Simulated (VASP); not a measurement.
# Sn3Se2S (Cmcm) in VASP: single point with PBE

Aim: the single point of Sn3Se2S with PBE.

All numbers are computed with VASP 6.6.1; they aren't measurements. Logs are shortened: lines on timing, memory, paths and dates and some standing lists are left out, and cuts for length are marked.

## Step 1: The cell of the first run

The structure is orthorhombic, space group Cmcm (No. 63). The conventional cell has a = 12.708 Å, b = 11.977 Å, c = 4.239 Å, α = 90.00°, β = 90.00°, γ = 90.00°. Within 3.6 Å of Sn (site symmetry m) lie 3 Se at 2.73 to 3.03 Å and 2 S at 2.96 Å. Sn (site symmetry m2m) has 1 S at 2.60 Å and 4 Se at 3.03 Å within 3.4 Å. Se (site symmetry m) has 5 Sn at 2.73 to 3.03 Å within 3.6 Å. Within 3.4 Å of S (site symmetry m2m) lie 5 Sn at 2.60 to 2.96 Å.

## Step 2: Single point, PBE

INCAR reads:

```
ALGO     = Normal         # electronic algorithm
EDIFF    = 1E-6           # SCF threshold, eV
ENCUT    = 520            # plane-wave cutoff, eV
GGA      = PE             # functional
ISIF     = 2              # what is computed and relaxed
ISMEAR   = 0              # smearing method
LASPH    = True           # aspherical terms in the spheres
LCHARG   = False          # write CHGCAR
LREAL    = False          # projectors in reciprocal space
LWAVE    = False          # write WAVECAR
NBANDS   = 72             # bands
NELM     = 100            # most SCF steps
PREC     = Accurate       # precision mode
SIGMA    = 0.02           # smearing width, eV
```

KPOINTS reads:

```
k-points
0
Gamma
  4 4 8
```

POSCAR reads:

```
Sn3Se2S
1.0
    6.3542029213     -5.9885230611      0.0000000000
    6.3542029213      5.9885230611      0.0000000000
    0.0000000000      0.0000000000      4.2386386707
Sn Se S
6 4 2
Direct
    0.7902061929      0.5305655624      0.2500000000
    0.4694344376      0.2097938071      0.2500000000
    0.1273111530      0.8726888470      0.2500000000
    0.5305655624      0.7902061929      0.7500000000
    0.2097938071      0.4694344376      0.7500000000
    0.8726888470      0.1273111530      0.7500000000
    0.0273857756      0.3117278947      0.2500000000
    0.6882721053      0.9726142244      0.2500000000
    0.3117278947      0.0273857756      0.7500000000
    0.9726142244      0.6882721053      0.7500000000
    0.3445747402      0.6554252598      0.2500000000
    0.6554252598      0.3445747402      0.7500000000
```

Potentials or basis: VASP PAW PBE potentials, release 64 (Sn_d, Se, S).

Started as:

```
$ cat potpaw_PBE.64/Sn_d/POTCAR potpaw_PBE.64/Se/POTCAR potpaw_PBE.64/S/POTCAR > POTCAR
$ mpirun -np 1 vasp_std > vasp.out
```

OUTCAR:

```text
EDIFF = 1E-6
   ENCUT = 520
   GGA = PE
   ISIF = 2
   ISMEAR = 0
   LASPH = True
   LREAL = False
   NELM = 100
   PREC = Accurate

 ion  position               nearest neighbor table
   1  0.790  0.531  0.250-   7 2.73  12 2.96  12 2.96  10 3.03  10 3.03
   2  0.469  0.210  0.250-   8 2.73  12 2.96  12 2.96   9 3.03   9 3.03
   3  0.127  0.873  0.250-  11 2.60  10 3.03   9 3.03   9 3.03  10 3.03   6 3.71   6 3.71
   4  0.531  0.790  0.750-   9 2.73  11 2.96  11 2.96   8 3.03   8 3.03
   5  0.210  0.469  0.750-  10 2.73  11 2.96  11 2.96   7 3.03   7 3.03
   6  0.873  0.127  0.750-  12 2.60   8 3.03   7 3.03   7 3.03   8 3.03   3 3.71   3 3.71
   7  0.027  0.312  0.250-   1 2.73   6 3.03   6 3.03   5 3.03   5 3.03
   8  0.688  0.973  0.250-   2 2.73   6 3.03   6 3.03   4 3.03   4 3.03
   9  0.312  0.027  0.750-   4 2.73   3 3.03   3 3.03   2 3.03   2 3.03
  10  0.973  0.688  0.750-   5 2.73   3 3.03   3 3.03   1 3.03   1 3.03
  11  0.345  0.655  0.250-   3 2.60   4 2.96   5 2.96   4 2.96   5 2.96
  12  0.655  0.345  0.750-   6 2.60   2 2.96   1 2.96   1 2.96   2 2.96

  LATTYP: Found a base centered orthorhombic cell.
 ALAT       =    11.9770461222
 B/A-ratio  =     1.0610634469
 C/A-ratio  =     0.3538968313

  Lattice vectors:

 A1 = (  -6.3542029213,  -5.9885230611,   0.0000000000)
 A2 = (   6.3542029213,  -5.9885230611,   0.0000000000)
 A3 = (   0.0000000000,   0.0000000000,   4.2386386707)

Analysis of symmetry for initial positions (statically):
=====================================================================
 Subroutine PRICEL returns:
 Original cell was already a primitive cell.

 Routine SETGRP: Setting up the symmetry group for a
 base centered orthorhombic supercell.

 Subroutine GETGRP returns: Found  8 space group operations
 (whereof  4 operations were pure point group operations)
 out of a pool of  8 trial point group operations.

The static configuration has the point symmetry C_2h.
 The point group associated with its full space group is D_2h.

Analysis of symmetry for dynamics (positions and initial velocities):
=====================================================================
 Subroutine PRICEL returns:
 Original cell was already a primitive cell.

 Routine SETGRP: Setting up the symmetry group for a
 base centered orthorhombic supercell.

 Subroutine GETGRP returns: Found  8 space group operations
 (whereof  4 operations were pure point group operations)
 out of a pool of  8 trial point group operations.

The dynamic configuration has the point symmetry C_2h.
 The point group associated with its full space group is D_2h.

 Subroutine INISYM returns: Found  8 space group operations
 (whereof  4 operations are pure point group operations),
 and found     1 'primitive' translations

----------------------------------------------------------------------------------------

                                     Primitive cell

  volume of cell :     322.5798

  direct lattice vectors                    reciprocal lattice vectors
     6.354202921 -5.988523061  0.000000000     0.078688076 -0.083493041  0.000000000
     6.354202921  5.988523061  0.000000000     0.078688076  0.083493041  0.000000000
     0.000000000  0.000000000  4.238638671     0.000000000  0.000000000  0.235924805

  length of vectors
     8.731454817  8.731454817  4.238638671     0.114729687  0.114729687  0.235924805

  position of ions in fractional coordinates (direct lattice)
     0.790206193  0.530565562  0.250000000
     0.469434438  0.209793807  0.250000000
     0.127311153  0.872688847  0.250000000
     0.530565562  0.790206193  0.750000000
     0.209793807  0.469434438  0.750000000
     0.872688847  0.127311153  0.750000000
     0.027385776  0.311727895  0.250000000
     0.688272105  0.972614224  0.250000000
     0.311727895  0.027385776  0.750000000
     0.972614224  0.688272105  0.750000000
     0.344574740  0.655425260  0.250000000
     0.655425260  0.344574740  0.750000000

  ion indices of the primitive-cell ions
   primitive index   ion index
                 1           1
                 2           2
                 3           3
                 4           4
                 5           5
                 6           6
                 7           7
                 8           8
                 9           9
                10          10
                11          11
                12          12

----------------------------------------------------------------------------------------

 KPOINTS: k-points

Automatic generation of k-mesh.
 Grid dimensions read from file:
 generate k-points for:    4    4    8

 Generating k-lattice:

  Cartesian coordinates                     Fractional coordinates (reciprocal lattice)
     0.019672019 -0.020873260  0.000000000     0.250000000  0.000000000  0.000000000
     0.019672019  0.020873260  0.000000000     0.000000000  0.250000000  0.000000000
     0.000000000  0.000000000  0.029490601     0.000000000  0.000000000  0.125000000

  Length of vectors
     0.028682422  0.028682422  0.029490601

  Shift w.r.t. Gamma in fractional coordinates (k-lattice)
     0.000000000  0.000000000  0.000000000

 Subroutine IBZKPT returns following result:
 ===========================================

 Found     35 irreducible k-points:

 Following reciprocal coordinates:
            Coordinates               Weight
  0.000000  0.000000  0.000000      1.000000
  0.250000  0.000000  0.000000      4.000000
  0.500000  0.000000  0.000000      2.000000
  0.250000  0.250000  0.000000      2.000000
  0.500000  0.250000  0.000000      4.000000
 -0.250000  0.250000  0.000000      2.000000
[... 16 lines left out ...]
  0.250000  0.000000  0.375000      8.000000
  0.500000  0.000000  0.375000      4.000000
 [... further k-points ...]
   k-points           NKPTS =     35   k-points in BZ     NKDIM =     35   number of bands    NBANDS=     72
   number of dos      NEDOS =    301   number of ions     NIONS =     12
   total plane-waves  NPLWV = 156800
   dimension x,y,z NGX =    70 NGY =   70 NGZ =   32
   dimension x,y,z NGXF=   140 NGYF=  140 NGZF=   64
   ions per type =               6   4   2
   NGX,Y,Z   is equivalent  to a cutoff of  13.33, 13.33, 12.55 a.u.
   NGXF,Y,Z  is equivalent  to a cutoff of  26.66, 26.66, 25.10 a.u.
 SYSTEM =  unknown system
   PREC   = accura    normal or accurate (medium, high low for compatibility)
   ISTART =      0    job   : 0-new  1-cont  2-samecut
   ICHARG =      2    charge: 1-file 2-atom 10-const
   ISPIN  =      1    spin polarized calculation?
   LNONCOLLINEAR =      F non collinear calculations
   LSORBIT =      F    spin-orbit coupling
   LASPH  =      T    aspherical Exc in radial PAW
   ENCUT  =  520.0 eV  38.22 Ry    6.18 a.u.  16.23 16.23  7.88*2*pi/ulx,y,z
   NELM   =    100;   NELMIN=  2; NELMDL= -5     # of ELM steps
   EDIFF  = 0.1E-05   stopping-criterion for ELM
   LREAL  =      F    real-space projection
   EDIFFG = 0.1E-04   stopping-criterion for IOM
   NSW    =      0    number of steps for IOM
   IBRION =     -1    ionic relax: 0-MD 1-quasi-New 2-CG
   NFREE  =      0    steps in history (QN), initial steepest desc. (CG)
   ISIF   =      2    stress and relaxation
   ISYM   =      2    0-nonsym 1-usesym 2-fastsym
   POTIM  = 0.5000    time-step for ionic-motion
   TEBEG  =    0.0;   TEEND  =   0.0 temperature during run
   PSTRESS=    0.0 pullay stress
   NELECT =     120.0000    total number of electrons
   NUPDOWN=      -1.0000    fix difference up-down
   EMIN   =  10.00;   EMAX   =-10.00  energy-range for DOS
   EFERMI =   0.00;   METHOD = LEGACY
   ISMEAR =     0;   SIGMA  =   0.02  broadening in eV -4-tet -1-fermi 0-gaus
   EFERMI_NEDOS =   21; number of points for ismear=-14 and -15
   IALGO  =     38    algorithm
   IMIX   =      4    mixing-type and parameters
     AMIX     =   0.40;   BMIX     =  1.00
     AMIX_MAG =   1.60;   BMIX_MAG =  1.00
  volume/ion in A,a.u.               =      26.88       181.41
  Fermi-wavevector in a.u.,A,eV,Ry     =   1.177397  2.224957 18.861256  1.386263
  Thomas-Fermi vector in A             =   2.313744
   LORBIT       =      0    0 simple, 1 ext, 2 COOP (PROOUT), +10 PAW based schemes
   GGA     = PE    functional components
   LHFCALC =     F    Hartree Fock is set to
   AEXX    =    0.0000 exact exchange contribution
   IVDW    =     0    specifies the selected vdW correction
   LEPSILON=     F    determine dielectric tensor
   LRPA    =     F    only Hartree local field effects (RPA)
 non-spin polarized calculation
 Gauss-broadening in eV      SIGMA  =   0.02
  energy-cutoff  :      520.00
  volume of cell :      322.58
 maximum number of plane-waves:      8730
 NGX is ok and might be reduce to    70
   NGX = 33   NGY = 33   NGZ = 15

 number of electron     120.0000009 magnetization

 Free energy of the ion-electron system (eV)
  ---------------------------------------------------
  ext. energy  EPLUGINS =         0.00000000
  ---------------------------------------------------
  free energy    TOTEN  =       -50.40193213 eV

  energy without entropy =      -50.40193213  energy(sigma->0) =      -50.40193213

 E-fermi :   5.3739     XC(G=0):  -9.5671

 val. band max:        5.2384448477   @ k =   0.5000   0.5000   0.3750
 cond. band min:       5.6899496730   @ k =   0.5000   0.5000   0.0000
 fundamental gap:      0.4515048253
 Fermi energy:         5.3739488608

 k-point     1 :       0.0000    0.0000    0.0000
  band No.  band energies     occupation
      1     -16.0998      2.00000
      2     -16.0995      2.00000
      3     -16.0953      2.00000
      4     -16.0928      2.00000
      5     -16.0912      2.00000
      6     -16.0895      2.00000
[... 64 lines left out ...]
     71       8.9365      0.00000
     72       9.3320      0.00000
[... 1723 lines left out ...]
     71       8.9999      0.00000
     72       9.0696      0.00000

 [... further k-points ...]

------------------------ aborting loop because EDIFF is reached ----------------------------------------

  FORCE on cell =-STRESS in cart. coord.  units (eV):
  Direction    XX          YY          ZZ          XY          YZ          ZX
  --------------------------------------------------------------------------------------
  -------------------------------------------------------------------------------------
  Total        0.0120599      0.0462228      0.0198007      0.0000000      0.0000000      0.0000000
  in kB        0.0598986      0.2295778      0.0983455      0.0000000      0.0000000      0.0000000
  external PRESSURE =       0.1292740 kB  Pullay stress =       0.0000000 kB

 VOLUME and BASIS-vectors are now :
 -----------------------------------------------------------------------------
  energy-cutoff  :      520.00
  volume of cell :      322.58
      direct lattice vectors                 reciprocal lattice vectors
     6.354202921 -5.988523061  0.000000000     0.078688076 -0.083493041  0.000000000
     6.354202921  5.988523061  0.000000000     0.078688076  0.083493041  0.000000000
     0.000000000  0.000000000  4.238638671     0.000000000  0.000000000  0.235924805

 POSITION                                       TOTAL-FORCE (eV/Angst)
 -----------------------------------------------------------------------------------
      8.39245     -1.55486      1.05966        -0.001885      0.009921      0.000000
      4.31595     -1.55486      1.05966         0.001885      0.009921      0.000000
      6.35420      4.46371      1.05966         0.000000      0.000282      0.000000
      8.39245      1.55486      3.17898        -0.001885     -0.009921      0.000000
      4.31595      1.55486      3.17898         0.001885     -0.009921      0.000000
      6.35420     -4.46371      3.17898         0.000000     -0.000282     -0.000000
      2.15480      1.70279      1.05966         0.001062     -0.009593      0.000000
     10.55361      1.70279      1.05966        -0.001062     -0.009593      0.000000
      2.15480     -1.70279      3.17898         0.001062      0.009593      0.000000
     10.55361     -1.70279      3.17898        -0.001062      0.009593      0.000000
      6.35420      1.86154      1.05966         0.000000     -0.004443      0.000000
      6.35420     -1.86154      3.17898         0.000000      0.004443      0.000000
 -----------------------------------------------------------------------------------
    total drift:                                0.000000      0.000000     -0.000000

  FREE ENERGIE OF THE ION-ELECTRON SYSTEM (eV)
  ---------------------------------------------------
  free  energy   TOTEN  =       -50.4019321257 eV

  energy  without entropy=      -50.4019321257  energy(sigma->0) =      -50.40193213
```

Wall time 15 min (1 thread of Intel Xeon Platinum 8488C (Sapphire Rapids), shared host); peak memory 0.8 GiB.

What came out:

- Free energy: -50.4019 eV
- Pressure: 0.0 GPa
- Largest force: 0.010 eV/Å
- Band gap on the k mesh: 0.45 eV (least direct gap 0.58 eV)

Forces on the atoms (eV/Å):
```
Sn  -0.002  0.010  0.000
Sn   0.002  0.010  0.000
Sn   0.000  0.000  0.000
Sn  -0.002 -0.010  0.000
Sn   0.002 -0.010  0.000
Sn   0.000  0.000  0.000
Se   0.001 -0.010  0.000
Se  -0.001 -0.010  0.000
Se   0.001  0.010  0.000
Se  -0.001  0.010  0.000
S    0.000 -0.004  0.000
S    0.000  0.004  0.000
```

Caveat: spin-orbit coupling is left out, which moves the levels of the heavy elements. A k mesh can miss the band edges.
